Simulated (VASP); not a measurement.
# Ag (Fm-3m) in VASP: notebook

Runs on Ag. Level: PBEsol. Tasks: elastic constants.

All numbers are computed with VASP 6.6.1; they aren't measurements. Logs are shortened: lines on timing, memory, paths and dates and some standing lists are left out, and cuts for length are marked.

## (1) The cell of the first run

It takes space group Fm-3m (No. 225, cubic). The conventional cell has a = 3.884 Å, b = 3.884 Å, c = 3.884 Å, α = 90.00°, β = 90.00°, γ = 90.00°. Ag (site symmetry m-3m) has 12 Ag at 2.75 Å within 3.6 Å.

## (2) Elastic constants, PBEsol

Input file INCAR:

```
PREC     = Accurate       # precision mode
ENCUT    = 600            # plane-wave cutoff, eV
EDIFF    = 1E-8           # SCF threshold, eV
ISMEAR   = -1             # smearing method
SIGMA    = 0.15           # smearing width, eV
LREAL    = False          # projectors in reciprocal space
LASPH    = True           # aspherical terms in the spheres
NELM     = 80             # most SCF steps
ALGO     = Fast           # electronic algorithm
ISIF     = 3              # what is computed and relaxed
LWAVE    = False          # write WAVECAR
LCHARG   = False          # write CHGCAR
GGA      = PS             # functional
NBANDS   = 12             # bands
IBRION   = 6              # ionic algorithm
NFREE    = 2            
POTIM    = 0.015          # step
NSW      = 1              # ionic steps
```

Input file KPOINTS:

```
regular mesh
0
Gamma
  20 20 20
```

Input file POSCAR:

```
Ag
1.0
    0.0000000000      1.9421341985      1.9421341985
    1.9421341985      0.0000000000      1.9421341985
    1.9421341985      1.9421341985      0.0000000000
Ag
1
Direct
    0.0000000000      0.0000000000      0.0000000000
```

Potentials or basis: VASP PAW PBE potentials, release 64 (Ag).

Run with:

```
cat potpaw_PBE.64/Ag/POTCAR > POTCAR
mpirun -np 1 vasp_std > vasp.out
```

OUTCAR:

```text
PREC = Accurate
   ENCUT = 600
   EDIFF = 1E-8
   ISMEAR = -1
   LREAL = False
   LASPH = True
   NELM = 80
   ISIF = 3
   GGA = PS
   IBRION = 6
   NFREE = 2
   POTIM = 0.015
   NSW = 1

 ion  position               nearest neighbor table
   1  0.000  0.000  0.000-

  LATTYP: Found a face centered cubic cell.
 ALAT       =     3.8842683970

  Lattice vectors:

 A1 = (   0.0000000000,   1.9421341985,   1.9421341985)
 A2 = (   1.9421341985,   0.0000000000,   1.9421341985)
 A3 = (   1.9421341985,   1.9421341985,   0.0000000000)

Analysis of symmetry for initial positions (statically):
=====================================================================
 Subroutine PRICEL returns:
 Original cell was already a primitive cell.

 Routine SETGRP: Setting up the symmetry group for a
 face centered cubic supercell.

 Subroutine GETGRP returns: Found 48 space group operations
 (whereof 48 operations were pure point group operations)
 out of a pool of 48 trial point group operations.

The static configuration has the point symmetry O_h .

Analysis of symmetry for dynamics (positions and initial velocities):
=====================================================================
 Subroutine PRICEL returns:
 Original cell was already a primitive cell.

 Routine SETGRP: Setting up the symmetry group for a
 face centered cubic supercell.

 Subroutine GETGRP returns: Found 48 space group operations
 (whereof 48 operations were pure point group operations)
 out of a pool of 48 trial point group operations.

The dynamic configuration has the point symmetry O_h .

 Subroutine INISYM returns: Found 48 space group operations
 (whereof 48 operations are pure point group operations),
 and found     1 'primitive' translations

----------------------------------------------------------------------------------------

                                     Primitive cell

  volume of cell :      14.6510

  direct lattice vectors                    reciprocal lattice vectors
     0.000000000  1.942134199  1.942134199    -0.257448739  0.257448739  0.257448739
     1.942134199  0.000000000  1.942134199     0.257448739 -0.257448739  0.257448739
     1.942134199  1.942134199  0.000000000     0.257448739  0.257448739 -0.257448739

  length of vectors
     2.746592523  2.746592523  2.746592523     0.445914296  0.445914296  0.445914296

  position of ions in fractional coordinates (direct lattice)
     0.000000000  0.000000000  0.000000000

  ion indices of the primitive-cell ions
   primitive index   ion index
                 1           1

----------------------------------------------------------------------------------------

 KPOINTS: regular mesh

Automatic generation of k-mesh.
 Grid dimensions read from file:
 generate k-points for:   20   20   20

 Generating k-lattice:

  Cartesian coordinates                     Fractional coordinates (reciprocal lattice)
    -0.012872437  0.012872437  0.012872437     0.050000000  0.000000000  0.000000000
     0.012872437 -0.012872437  0.012872437     0.000000000  0.050000000  0.000000000
     0.012872437  0.012872437 -0.012872437     0.000000000  0.000000000  0.050000000

  Length of vectors
[... 100 lines left out ...]
  ---------------------------------------------------
  ext. energy  EPLUGINS =         0.00000000
  ---------------------------------------------------
  free energy    TOTEN  =        -3.20295144 eV

  energy without entropy =       -3.18605729  energy(sigma->0) =       -3.19450436

------------------------ aborting loop because EDIFF is reached ----------------------------------------

  FORCE on cell =-STRESS in cart. coord.  units (eV):
  Direction    XX          YY          ZZ          XY          YZ          ZX
  --------------------------------------------------------------------------------------
  -------------------------------------------------------------------------------------
  Total        1.9701828      1.9701828      1.9701828      0.0000000      0.0000000      0.0000000
  in kB      215.4514363    215.4514363    215.4514363      0.0000000      0.0000000      0.0000000
  external PRESSURE =     215.4514363 kB  Pullay stress =       0.0000000 kB
[... 86 lines left out ...]
  FREE ENERGIE OF THE ION-ELECTRON SYSTEM (eV)
  ---------------------------------------------------
  free  energy   TOTEN  =        -3.1705289812 eV

  energy  without entropy=       -3.1537199687  energy(sigma->0) =       -3.16212447

[... ionic steps 4 to 12 ...]

--------------------------------------- Ionic step       13  -------------------------------------------

 number of electron      11.0000000 magnetization

------------------------ aborting loop because EDIFF is reached ----------------------------------------
[... 65 lines left out ...]
--------------------------------------- Ionic step       15  -------------------------------------------

 number of electron      11.0000000 magnetization

 Free energy of the ion-electron system (eV)
  ---------------------------------------------------
  ext. energy  EPLUGINS =         0.00000000
  ---------------------------------------------------
  free energy    TOTEN  =        -3.20295139 eV

  energy without entropy =       -3.18605719  energy(sigma->0) =       -3.19450429

 E-fermi :  10.5747     XC(G=0): -13.3408

 val. band max:       10.5245387240   @ k =   0.5000   0.2500   0.1000
 cond. band min:      10.5943433159   @ k =   0.4500   0.3500   0.0000
 fundamental gap:      0.0698045920
 Fermi energy:        10.5746896775

 k-point     1 :       0.0000    0.0000    0.0000
  band No.  band energies     occupation
      1       1.5038      2.00000
      2       5.1349      2.00000
      3       5.1349      2.00000
      4       5.1349      2.00000
      5       6.5009      2.00000
      6       6.5009      2.00000
      7      26.7529      0.00000
      8      31.2324      0.00000
      9      31.2324      0.00000
     10      31.2324      0.00000
     11      36.4842      0.00000
     12      38.8028      0.00000
[... 331 lines left out ...]
 k-point    24 :      -0.3500    0.0500    0.0000
  band No.  band energies     occupation
      1       3.2424      2.00000
      2       5.1973      2.00000
      3       5.2516      2.00000
      4       6.7292      2.00000
      5       7.0688      2.00000
      6       7.9719      2.00000
      7      18.3156      0.00000
      8      26.5417      0.00000
      9      29.7056      0.00000
     10      31.4857      0.00000
     11      35.3191      0.00000
     12      35.3224      0.00000

 [... further k-points ...]

------------------------ aborting loop because EDIFF is reached ----------------------------------------

  FORCE on cell =-STRESS in cart. coord.  units (eV):
  Direction    XX          YY          ZZ          XY          YZ          ZX
  --------------------------------------------------------------------------------------
  -------------------------------------------------------------------------------------
  Total        1.9697817      1.9697817      1.9697817      0.0000000      0.0000000     -0.0000000
  in kB      215.4075813    215.4075813    215.4075813      0.0000000      0.0000000     -0.0000000
  external PRESSURE =     215.4075813 kB  Pullay stress =       0.0000000 kB
[... 16 lines left out ...]
  FREE ENERGIE OF THE ION-ELECTRON SYSTEM (eV)
  ---------------------------------------------------
  free  energy   TOTEN  =        -3.2029513873 eV

  energy  without entropy=       -3.1860571934  energy(sigma->0) =       -3.19450429

 INTERNAL STRAIN TENSORS FROM STRAINED CELLS
 ============================================

 INTERNAL STRAIN TENSOR FOR ION    1 for displacements in x,y,z  (eV/Angst):
          X           Y           Z          XY          YZ          ZX
  --------------------------------------------------------------------------------
  x    -0.00000     0.00000     0.00000     0.00000     0.00000     0.00000
  y     0.00000     0.00000    -0.00000     0.00000     0.00000     0.00000
  z    -0.00000    -0.00000    -0.00000     0.00000    -0.00000    -0.00000

 INTERNAL STRAIN TENSORS FROM DISPLACED ATOMS
 ============================================

 INTERNAL STRAIN TENSOR FOR ION    1 for displacements in x,y,z  (eV/Angst):
          X           Y           Z          XY          YZ          ZX
  --------------------------------------------------------------------------------
  x     0.00000     0.00000     0.00000     0.00000     0.00000     0.00000
  y     0.00000     0.00000     0.00000     0.00000     0.00000     0.00000
  z     0.00000     0.00000     0.00000     0.00000     0.00000     0.00000

 Eigenvectors and eigenvalues of the dynamical matrix
 ----------------------------------------------------

   1 f/i=    0.000000 THz     0.000000 2PiTHz    0.000000 cm-1     0.000000 meV
             X         Y         Z           dx          dy          dz
      0.000000  0.000000  0.000000    -0.067641    0.997710    0.000000

   2 f/i=    0.000000 THz     0.000000 2PiTHz    0.000000 cm-1     0.000000 meV
             X         Y         Z           dx          dy          dz
      0.000000  0.000000  0.000000     0.000000    0.000000    1.000000

   3 f/i=    0.000000 THz     0.000000 2PiTHz    0.000000 cm-1     0.000000 meV
             X         Y         Z           dx          dy          dz
      0.000000  0.000000  0.000000    -0.997710   -0.067641    0.000000

--------------------------------------------------------------------------------------------------------

 ELASTIC MODULI CONTR FROM IONIC RELAXATION (kBar)
 Direction    XX          YY          ZZ          XY          YZ          ZX
 --------------------------------------------------------------------------------
 XX           0.0000      0.0000      0.0000      0.0000      0.0000      0.0000
 YY           0.0000      0.0000      0.0000      0.0000      0.0000      0.0000
 ZZ           0.0000      0.0000      0.0000      0.0000      0.0000      0.0000
 XY           0.0000      0.0000      0.0000      0.0000      0.0000      0.0000
 YZ           0.0000      0.0000      0.0000      0.0000      0.0000      0.0000
 ZX           0.0000      0.0000      0.0000      0.0000      0.0000      0.0000
 --------------------------------------------------------------------------------

 TOTAL ELASTIC MODULI (kBar)
 Direction    XX          YY          ZZ          XY          YZ          ZX
 --------------------------------------------------------------------------------
 XX        2518.6850   1888.4776   1888.4776      0.0000     -0.0000      0.0000
 YY        1888.4776   2518.6850   1888.4776      0.0000      0.0000     -0.0000
 ZZ        1888.4776   1888.4776   2518.6850     -0.0000     -0.0000     -0.0000
 XY           0.0000      0.0000     -0.0000   1005.3176      0.0000      0.0000
 YZ          -0.0000      0.0000     -0.0000      0.0000   1005.3176      0.0000
 ZX           0.0000     -0.0000     -0.0000      0.0000      0.0000   1005.3176
 --------------------------------------------------------------------------------
```

Run time: 22 min. Hardware: 1 thread of Intel Xeon 6975P-C (Granite Rapids), shared host; peak memory 0.88 GiB.

Results:

- Elastic constants C11, C12, C44: 252, 189, 101 GPa
- Voigt bulk modulus: 210 GPa

Elastic tensor in Voigt notation (GPa, in the Cartesian axes of the cell as first typed):
```
252 189 189   0   0   0
189 252 189   0   0   0
189 189 252   0   0   0
  0   0   0 101   0   0
  0   0   0   0 101   0
  0   0   0   0   0 101
```

Clamped-ion elastic tensor (GPa):
```
252 189 189   0   0   0
189 252 189   0   0   0
189 189 252   0   0   0
  0   0   0 101   0   0
  0   0   0   0 101   0
  0   0   0   0   0 101
```

Caveat: the cell is under stress, which shifts elastic constants; the PAW data sets were made with another functional, which shifts forces and pressure a little.

## (3) Elastic constants, PBEsol

This run uses another cell than the first one, of 15.46 Å³/atom.

Input file INCAR:

```
SYSTEM = Ag
  ALGO = Fast
  EDIFF = 1E-8
  ENCUT = 600
  GGA = PS
  IBRION = 6
  ISIF = 3
  ISMEAR = -1
  LASPH = .True.
  LCHARG = .False.
  LREAL = .False.
  LWAVE = .False.
  NBANDS = 12
  NELM = 80
  NFREE = 2
  NSW = 1
  POTIM = 0.015
  PREC = Accurate
  SIGMA = 0.15
```

Input file KPOINTS:

```
k-points
0
Gamma
  20 20 20
  0 0 0
```

Input file POSCAR:

```
Ag
1.0
    0.0000000000      1.9772522480      1.9772522480
    1.9772522480      0.0000000000      1.9772522480
    1.9772522480      1.9772522480      0.0000000000
Ag
1
Direct
    0.0000000000      0.0000000000      0.0000000000
```

Potentials or basis: VASP PAW PBE potentials, release 64 (Ag).

Run with:

```
cat potpaw_PBE.64/Ag/POTCAR > POTCAR
mpirun -np 1 vasp_std > vasp.out
```

Run time: 23 min. Hardware: 1 thread of Intel Xeon 6975P-C (Granite Rapids), shared host; peak memory 0.88 GiB.

It converged, with:

```yaml
Elastic_constants_C11_C12_C44: 202, 149, 80 GPa
Voigt_bulk_modulus: 166 GPa
```

Elastic tensor in Voigt notation (GPa, in the Cartesian axes of the cell as first typed):
```
202 149 149   0   0   0
149 202 149   0   0   0
149 149 202   0   0   0
  0   0   0  80   0   0
  0   0   0   0  80   0
  0   0   0   0   0  80
```

Clamped-ion elastic tensor (GPa):
```
202 149 149   0   0   0
149 202 149   0   0   0
149 149 202   0   0   0
  0   0   0  80   0   0
  0   0   0   0  80   0
  0   0   0   0   0  80
```

Caveat: the cell is under stress, which shifts elastic constants; the PAW data sets were made with another functional, which shifts forces and pressure a little.
